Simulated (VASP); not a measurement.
# C in VASP: a series of runs

The runs below take C through electric field gradients, with PBE.

All numbers are computed with VASP 6.6.1; they aren't measurements. Logs are shortened: lines on timing, memory, paths and dates and some standing lists are left out, and cuts for length are marked.

**1. The cell of the first run**

The structure is cubic, space group Fd-3m (No. 227). Conventional cell: a = 3.543 Å, b = 3.543 Å, c = 3.543 Å, α = 90.00°, β = 90.00°, γ = 90.00°. C (site symmetry -43m) has 4 C at 1.53 Å within 2.0 Å.

**2. Electric field gradients, PBE (volume scaled by 0.98)**

INCAR reads:

```
SYSTEM = C
PREC = Accurate
ENCUT = 520
EDIFF = 1E-8
ISMEAR = -1
SIGMA = 0.08
LREAL = .False.
LASPH = .True.
NELM = 100
ALGO = Normal
ISIF = 2
LWAVE = .False.
LCHARG = .False.
GGA = PE
LEFG = .True.
NBANDS = 11
```

KPOINTS reads:

```
Automatic mesh
0
Gamma
  20 20 20
  0 0 0
```

POSCAR reads:

```
C
1.0
    0.0000000000      1.7714305118      1.7714305118
    1.7714305118      0.0000000000      1.7714305118
    1.7714305118      1.7714305118      0.0000000000
C
2
Direct
    0.5000000000      0.5000000000      0.5000000000
    0.7500000000      0.7500000000      0.7500000000
```

Potentials or basis: VASP PAW PBE potentials, release 64 (C).

Command:

```console
$ cat potpaw_PBE.64/C/POTCAR > POTCAR
$ mpirun -np 1 vasp_std > vasp.out
```

OUTCAR:

```text
SYSTEM = C
   PREC = Accurate
   ENCUT = 520
   EDIFF = 1E-8
   ISMEAR = -1
   LREAL = .False.
   LASPH = .True.
   NELM = 100
   ISIF = 2
   GGA = PE

 ion  position               nearest neighbor table
   1  0.500  0.500  0.500-   2 1.53   2 1.53   2 1.53   2 1.53
   2  0.750  0.750  0.750-   1 1.53   1 1.53   1 1.53   1 1.53

  LATTYP: Found a face centered cubic cell.
 ALAT       =     3.5428610236

  Lattice vectors:

 A1 = (   0.0000000000,   1.7714305118,   1.7714305118)
 A2 = (   1.7714305118,   0.0000000000,   1.7714305118)
 A3 = (   1.7714305118,   1.7714305118,   0.0000000000)

Analysis of symmetry for initial positions (statically):
=====================================================================
 Subroutine PRICEL returns:
 Original cell was already a primitive cell.

 Routine SETGRP: Setting up the symmetry group for a
 face centered cubic supercell.

 Subroutine GETGRP returns: Found 48 space group operations
 (whereof 24 operations were pure point group operations)
 out of a pool of 48 trial point group operations.

The static configuration has the point symmetry T_d .
 The point group associated with its full space group is O_h .

Analysis of symmetry for dynamics (positions and initial velocities):
=====================================================================
 Subroutine PRICEL returns:
 Original cell was already a primitive cell.

 Routine SETGRP: Setting up the symmetry group for a
 face centered cubic supercell.

 Subroutine GETGRP returns: Found 48 space group operations
 (whereof 24 operations were pure point group operations)
 out of a pool of 48 trial point group operations.

The dynamic configuration has the point symmetry T_d .
 The point group associated with its full space group is O_h .

 Subroutine INISYM returns: Found 48 space group operations
 (whereof 24 operations are pure point group operations),
 and found     1 'primitive' translations

----------------------------------------------------------------------------------------

                                     Primitive cell

  volume of cell :      11.1174

  direct lattice vectors                    reciprocal lattice vectors
     0.000000000  1.771430512  1.771430512    -0.282257755  0.282257755  0.282257755
     1.771430512  0.000000000  1.771430512     0.282257755 -0.282257755  0.282257755
     1.771430512  1.771430512  0.000000000     0.282257755  0.282257755 -0.282257755

  length of vectors
     2.505181055  2.505181055  2.505181055     0.488884773  0.488884773  0.488884773

  position of ions in fractional coordinates (direct lattice)
     0.500000000  0.500000000  0.500000000
     0.750000000  0.750000000  0.750000000

  ion indices of the primitive-cell ions
   primitive index   ion index
                 1           1
                 2           2

----------------------------------------------------------------------------------------

 KPOINTS: Automatic mesh

Automatic generation of k-mesh.
 Grid dimensions read from file:
 generate k-points for:   20   20   20

 Generating k-lattice:

  Cartesian coordinates                     Fractional coordinates (reciprocal lattice)
    -0.014112888  0.014112888  0.014112888     0.050000000  0.000000000  0.000000000
     0.014112888 -0.014112888  0.014112888     0.000000000  0.050000000  0.000000000
     0.014112888  0.014112888 -0.014112888     0.000000000  0.000000000  0.050000000

  Length of vectors
     0.024444239  0.024444239  0.024444239

  Shift w.r.t. Gamma in fractional coordinates (k-lattice)
     0.000000000  0.000000000  0.000000000

 Subroutine IBZKPT returns following result:
 ===========================================

 Found    256 irreducible k-points:

 Following reciprocal coordinates:
            Coordinates               Weight
  0.000000  0.000000  0.000000      1.000000
  0.050000  0.000000  0.000000      8.000000
  0.100000  0.000000  0.000000      8.000000
  0.150000  0.000000  0.000000      8.000000
  0.200000  0.000000  0.000000      8.000000
  0.250000  0.000000  0.000000      8.000000
[... 16 lines left out ...]
 -0.400000  0.050000  0.000000     24.000000
 -0.350000  0.050000  0.000000     24.000000
 [... further k-points ...]
   k-points           NKPTS =    256   k-points in BZ     NKDIM =    256   number of bands    NBANDS=     11
   number of dos      NEDOS =    301   number of ions     NIONS =      2
   total plane-waves  NPLWV =   8000
   dimension x,y,z NGX =    20 NGY =   20 NGZ =   20
   dimension x,y,z NGXF=    40 NGYF=   40 NGZF=   40
   ions per type =               2
   NGX,Y,Z   is equivalent  to a cutoff of  13.27, 13.27, 13.27 a.u.
   NGXF,Y,Z  is equivalent  to a cutoff of  26.54, 26.54, 26.54 a.u.
 SYSTEM =  C
   PREC   = accura    normal or accurate (medium, high low for compatibility)
   ISTART =      0    job   : 0-new  1-cont  2-samecut
   ICHARG =      2    charge: 1-file 2-atom 10-const
   ISPIN  =      1    spin polarized calculation?
   LNONCOLLINEAR =      F non collinear calculations
   LSORBIT =      F    spin-orbit coupling
   LASPH  =      T    aspherical Exc in radial PAW
   ENCUT  =  520.0 eV  38.22 Ry    6.18 a.u.   4.66  4.66  4.66*2*pi/ulx,y,z
   NELM   =    100;   NELMIN=  2; NELMDL= -5     # of ELM steps
   EDIFF  = 0.1E-07   stopping-criterion for ELM
   LREAL  =      F    real-space projection
   EDIFFG = 0.1E-06   stopping-criterion for IOM
   NSW    =      0    number of steps for IOM
   IBRION =     -1    ionic relax: 0-MD 1-quasi-New 2-CG
   NFREE  =      0    steps in history (QN), initial steepest desc. (CG)
   ISIF   =      2    stress and relaxation
   ISYM   =      2    0-nonsym 1-usesym 2-fastsym
   POTIM  = 0.5000    time-step for ionic-motion
   TEBEG  =    0.0;   TEEND  =   0.0 temperature during run
   PSTRESS=    0.0 pullay stress
   NELECT =       8.0000    total number of electrons
   NUPDOWN=      -1.0000    fix difference up-down
   EMIN   =  10.00;   EMAX   =-10.00  energy-range for DOS
   EFERMI =   0.00;   METHOD = LEGACY
   ISMEAR =    -1;   SIGMA  =   0.08  broadening in eV -4-tet -1-fermi 0-gaus
   EFERMI_NEDOS =   21; number of points for ismear=-14 and -15
   IALGO  =     38    algorithm
   IMIX   =      4    mixing-type and parameters
     AMIX     =   0.40;   BMIX     =  1.00
     AMIX_MAG =   1.60;   BMIX_MAG =  1.00
  volume/ion in A,a.u.               =       5.56        37.51
  Fermi-wavevector in a.u.,A,eV,Ry     =   1.467025  2.772274 29.281927  2.152161
  Thomas-Fermi vector in A             =   2.582692
   LORBIT       =      0    0 simple, 1 ext, 2 COOP (PROOUT), +10 PAW based schemes
   GGA     = PE    functional components
[... 5 lines left out ...]
 non-spin polarized calculation
  energy-cutoff  :      520.00
  volume of cell :       11.12
 maximum number of plane-waves:       311
   NGX =  9   NGY =  9   NGZ =  9

 number of electron       7.9999999 magnetization

 Free energy of the ion-electron system (eV)
  ---------------------------------------------------
  ext. energy  EPLUGINS =         0.00000000
  ---------------------------------------------------
  free energy    TOTEN  =       -18.17500597 eV

  energy without entropy =      -18.17500597  energy(sigma->0) =      -18.17500597

 E-fermi :  11.4414     XC(G=0): -13.3523

 val. band max:       10.0237930980   @ k =   0.0000   0.0000   0.0000
 cond. band min:      14.2022837333   @ k =   0.3500   0.3500   0.0000
 fundamental gap:      4.1784906353
 Fermi energy:        11.4414297660

 k-point     1 :       0.0000    0.0000    0.0000
  band No.  band energies     occupation
      1     -11.7264      2.00000
      2      10.0238      2.00000
      3      10.0238      2.00000
      4      10.0238      2.00000
      5      15.6692      0.00000
      6      15.6692      0.00000
      7      15.6692      0.00000
      8      23.8208      0.00000
      9      29.5778      0.00000
     10      36.7806      0.00000
     11      36.7806      0.00000

 k-point     2 :       0.0500    0.0000    0.0000
  band No.  band energies     occupation
      1     -11.6560      2.00000
      2       9.5311      2.00000
      3       9.8973      2.00000
      4       9.8973      2.00000
      5      15.8346      0.00000
      6      15.8346      0.00000
      7      15.9779      0.00000
      8      23.8753      0.00000
      9      29.7000      0.00000
     10      35.5359      0.00000
     11      35.5359      0.00000

 k-point     3 :       0.1000    0.0000    0.0000
  band No.  band energies     occupation
      1     -11.4456      2.00000
      2       8.3214      2.00000
      3       9.5673      2.00000
      4       9.5673      2.00000
      5      16.2690      0.00000
      6      16.2690      0.00000
      7      16.6464      0.00000
      8      24.0360      0.00000
      9      30.0261      0.00000
     10      34.2107      0.00000
     11      34.2107      0.00000

 k-point     4 :       0.1500    0.0000    0.0000
  band No.  band energies     occupation
      1     -11.0958      2.00000
      2       6.7668      2.00000
      3       9.1323      2.00000
      4       9.1323      2.00000
      5      16.8410      0.00000
      6      16.8410      0.00000
      7      17.3402      0.00000
      8      24.2941      0.00000
      9      30.4415      0.00000
     10      33.2341      0.00000
     11      33.2341      0.00000
[... 239 lines left out ...]
 k-point    22 :      -0.4500    0.0500    0.0000
  band No.  band energies     occupation
      1      -6.0666      2.00000
      2      -3.1765      2.00000
      3       6.8439      2.00000
      4       7.1497      2.00000
      5      18.5480      0.00000
      6      18.6994      0.00000
      7      19.3548      0.00000
      8      25.9036      0.00000
      9      31.8760      0.00000
     10      34.7049      0.00000
     11      35.5175      0.00000

 k-point    23 :      -0.4000    0.0500    0.0000
  band No.  band energies     occupation
      1      -6.9990      2.00000
      2      -1.9774      2.00000
      3       6.8537      2.00000
      4       7.3498      2.00000
      5      18.5710      0.00000
      6      18.6494      0.00000
      7      19.2844      0.00000
      8      25.7888      0.00000
      9      31.6314      0.00000
     10      34.2926      0.00000
     11      34.9081      0.00000

 k-point    24 :      -0.3500    0.0500    0.0000
  band No.  band energies     occupation
      1      -7.9880      2.00000
      2      -0.4986      2.00000
      3       6.9578      2.00000
      4       7.6314      2.00000
      5      18.3977      0.00000
      6      18.7106      0.00000
      7      19.1515      0.00000
      8      25.5626      0.00000
      9      31.3875      0.00000
     10      33.0855      0.00000
     11      34.7136      0.00000

 [... further k-points ...]
[... 5 lines left out ...]
  --------------------------------------------------------------------------------------
  -------------------------------------------------------------------------------------
  Total        0.8140837      0.8140837      0.8140837      0.0000000      0.0000000     -0.0000000
  in kB      117.3214074    117.3214074    117.3214074      0.0000000      0.0000000     -0.0000000
  external PRESSURE =     117.3214074 kB  Pullay stress =       0.0000000 kB

 VOLUME and BASIS-vectors are now :
 -----------------------------------------------------------------------------
  energy-cutoff  :      520.00
  volume of cell :       11.12
      direct lattice vectors                 reciprocal lattice vectors
     0.000000000  1.771430512  1.771430512    -0.282257755  0.282257755  0.282257755
     1.771430512  0.000000000  1.771430512     0.282257755 -0.282257755  0.282257755
     1.771430512  1.771430512  0.000000000     0.282257755  0.282257755 -0.282257755

 POSITION                                       TOTAL-FORCE (eV/Angst)
 -----------------------------------------------------------------------------------
      1.77143      1.77143      1.77143        -0.000000      0.000000      0.000000
      2.65715      2.65715      2.65715         0.000000     -0.000000     -0.000000
 -----------------------------------------------------------------------------------
    total drift:                                0.000000     -0.000000      0.000000

  FREE ENERGIE OF THE ION-ELECTRON SYSTEM (eV)
  ---------------------------------------------------
  free  energy   TOTEN  =       -18.1750059710 eV

  energy  without entropy=      -18.1750059709  energy(sigma->0) =      -18.17500597

 Electric field gradients (V/A^2)
---------------------------------------------------------------------
 ion       V_xx      V_yy      V_zz      V_xy      V_xz      V_yz
---------------------------------------------------------------------
   1      -0.000    -0.000    -0.000    -0.000    -0.000    -0.000
   2      -0.000    -0.000     0.000    -0.000    -0.000    -0.000
---------------------------------------------------------------------

 Electric field gradients after diagonalization (V/A^2)
 (convention: |V_zz| > |V_xx| > |V_yy|)
----------------------------------------------------------------------
 ion       V_xx      V_yy      V_zz     asymmetry (V_yy - V_xx)/ V_zz
----------------------------------------------------------------------
   1       0.000     0.000    -0.000       0.000
   2       0.000     0.000    -0.000       0.000
----------------------------------------------------------------------

           NMR quadrupolar parameters

 Cq : quadrupolar parameter    Cq=e*Q*V_zz/h
 eta: asymmetry parameters     (V_yy - V_xx)/ V_zz
 Q  : nuclear electric quadrupole moment in mb (millibarn)
----------------------------------------------------------------------
 ion       Cq(MHz)       eta       Q (mb)
----------------------------------------------------------------------
   1      -0.000       0.000       1.000
   2      -0.000       0.000       1.000
----------------------------------------------------------------------
```

Wall time 15 s (1 thread of Intel Xeon Platinum 8559C (Emerald Rapids), shared host); peak memory 0.13 GiB.

Results:

- Free energy: -18.1750 eV
- Pressure: 11.7 GPa
- Band gap on the k mesh: 4.18 eV, indirect (least direct gap 5.65 eV)

Caveat: without QUAD_EFG the Cq values of the log hold for a quadrupole moment of 1 mb, not for the nuclei. A k mesh can miss the band edges.

**3. Electric field gradients, PBE (xy shear strain of -3 %)**

INCAR reads:

```
SYSTEM = C
PREC = Accurate
ENCUT = 520
EDIFF = 1E-8
ISMEAR = -1
SIGMA = 0.08
LREAL = .FALSE.
LASPH = .TRUE.
NELM = 100
ALGO = Normal
ISIF = 2
LWAVE = .FALSE.
LCHARG = .FALSE.
GGA = PE
LEFG = .TRUE.
NBANDS = 11
```

KPOINTS reads:

```
regular mesh
0
G
  20 20 20
  0 0 0
```

POSCAR reads:

```
C
1.0
   -0.0267510000      1.7834000000      1.7834000000
    1.7834000000     -0.0267510000      1.7834000000
    1.7566490000      1.7566490000      0.0000000000
C
2
Direct
    0.5000000000      0.5000000000      0.5000000000
    0.7500000000      0.7500000000      0.7500000000
```

Potentials or basis: VASP PAW PBE potentials, release 64 (C).

Command:

```console
$ cat potpaw_PBE.64/C/POTCAR > POTCAR
$ mpirun -np 1 vasp_std > vasp.out
```

OUTCAR:

```text
SYSTEM = C
   PREC = Accurate
   ENCUT = 520
   EDIFF = 1E-8
   ISMEAR = -1
   LREAL = .FALSE.
   LASPH = .TRUE.
   NELM = 100
   ISIF = 2
   GGA = PE

 ion  position               nearest neighbor table
   1  0.500  0.500  0.500-   2 1.53   2 1.53   2 1.56   2 1.56
   2  0.750  0.750  0.750-   1 1.53   1 1.53   1 1.56   1 1.56

  LATTYP: Found a body centered orthorhombic cell.
 ALAT       =     2.4842768401
 B/A-ratio  =     1.0304568528
 C/A-ratio  =     1.4357498095

  Lattice vectors:

 A1 = (   0.0267510000,  -1.7834000000,  -1.7834000000)
 A2 = (  -0.0267510000,   1.7834000000,  -1.7834000000)
 A3 = (   1.7834000000,  -0.0267510000,   1.7834000000)

Analysis of symmetry for initial positions (statically):
=====================================================================
 Subroutine PRICEL returns:
 Original cell was already a primitive cell.

 Routine SETGRP: Setting up the symmetry group for a
 body centered orthorhombic supercell.
[... 527 lines left out ...]
      direct lattice vectors                 reciprocal lattice vectors
    -0.026751000  1.783400000  1.783400000    -0.276220050  0.276220050  0.280363351
     1.783400000 -0.026751000  1.783400000     0.276220050 -0.276220050  0.280363351
     1.756649000  1.756649000  0.000000000     0.284632844  0.284632844 -0.280363351

 POSITION                                       TOTAL-FORCE (eV/Angst)
 -----------------------------------------------------------------------------------
      1.75665      1.75665      1.78340        -0.000000     -0.000000     -0.096468
      2.63497      2.63497      2.67510         0.000000      0.000000      0.096468
 -----------------------------------------------------------------------------------
    total drift:                                0.000000     -0.000000      0.000000

  FREE ENERGIE OF THE ION-ELECTRON SYSTEM (eV)
  ---------------------------------------------------
  free  energy   TOTEN  =       -18.1670658487 eV

  energy  without entropy=      -18.1670658486  energy(sigma->0) =      -18.16706585

 Electric field gradients (V/A^2)
---------------------------------------------------------------------
 ion       V_xx      V_yy      V_zz      V_xy      V_xz      V_yz
---------------------------------------------------------------------
   1      -0.021    -0.021     0.041    -3.340     0.000     0.000
   2      -0.021    -0.021     0.041    -3.340     0.000     0.000
---------------------------------------------------------------------

 Electric field gradients after diagonalization (V/A^2)
 (convention: |V_zz| > |V_xx| > |V_yy|)
----------------------------------------------------------------------
 ion       V_xx      V_yy      V_zz     asymmetry (V_yy - V_xx)/ V_zz
----------------------------------------------------------------------
   1       3.319     0.041    -3.360       0.976
   2       3.319     0.041    -3.360       0.976
----------------------------------------------------------------------

           NMR quadrupolar parameters

 Cq : quadrupolar parameter    Cq=e*Q*V_zz/h
 eta: asymmetry parameters     (V_yy - V_xx)/ V_zz
 Q  : nuclear electric quadrupole moment in mb (millibarn)
----------------------------------------------------------------------
 ion       Cq(MHz)       eta       Q (mb)
----------------------------------------------------------------------
   1      -0.008       0.976       1.000
   2      -0.008       0.976       1.000
----------------------------------------------------------------------
```

stdout:

```text
POSCAR found type information on POSCAR C
 POSCAR found :  1 types and       2 ions
 scaLAPACK will be used
 LDA part: xc-table for (Slater+PW92), standard interpolation
 POSCAR, INCAR and KPOINTS ok, starting setup
 FFT: planning ... GRIDC
 FFT: planning ... GRID_SOFT
 FFT: planning ... GRID
 WAVECAR not read
 entering main loop
ion   1

ion   2
```

It took 2.8 min on 1 thread of AMD EPYC 7R13, shared host; peak memory 0.19 GiB.

What came out:

```
Free energy            : -18.1671 eV
Pressure               : 2.9 GPa
Largest force          : 0.096 eV/Å
Band gap on the k mesh : 4.03 eV, indirect (least direct gap 5.13 eV)
```

Forces in eV/Å, atoms in the order of the input:
```
C    0.000  0.000 -0.096
C    0.000  0.000  0.096
```

Levels at points of the mesh, in eV from the valence-band top:
| k point | band 1 | band 2 | band 3 | band 4 | band 5 | band 6 | band 7 | band 8 |
| --- | --- | --- | --- | --- | --- | --- | --- | --- |
| (0.00, 0.00, 0.00) | -21.49 | -0.03 | -0.01 | 0.00 | 5.13 | 5.53 | 6.04 | 13.39 |
| (0.50, 0.00, 0.00) | -15.93 | -13.37 | -2.70 | -2.64 | 8.18 | 8.79 | 9.30 | 15.70 |
| (0.50, 0.50, 0.00) | -12.95 | -12.61 | -6.61 | -6.00 | 4.17 | 5.35 | 16.78 | 16.83 |
| (0.00, 0.00, 0.50) | -15.50 | -13.40 | -2.98 | -2.90 | 8.13 | 8.25 | 8.86 | 15.66 |
| (0.50, 0.00, 0.50) | -12.78 | -12.78 | -6.30 | -6.30 | 4.75 | 4.75 | 16.75 | 16.75 |

Electric field gradients, principal values (V/Å²):
```tsv
atom	least	middle	greatest (by size)
1 C	0.041	3.319	-3.360
2 C	0.041	3.319	-3.360
```

Caveat: the cell differs from its parent crystal (xy shear strain of -3 %); without QUAD_EFG the Cq values of the log hold for a quadrupole moment of 1 mb, not for the nuclei. A k mesh can miss the band edges.

[end of part 1 of 2]
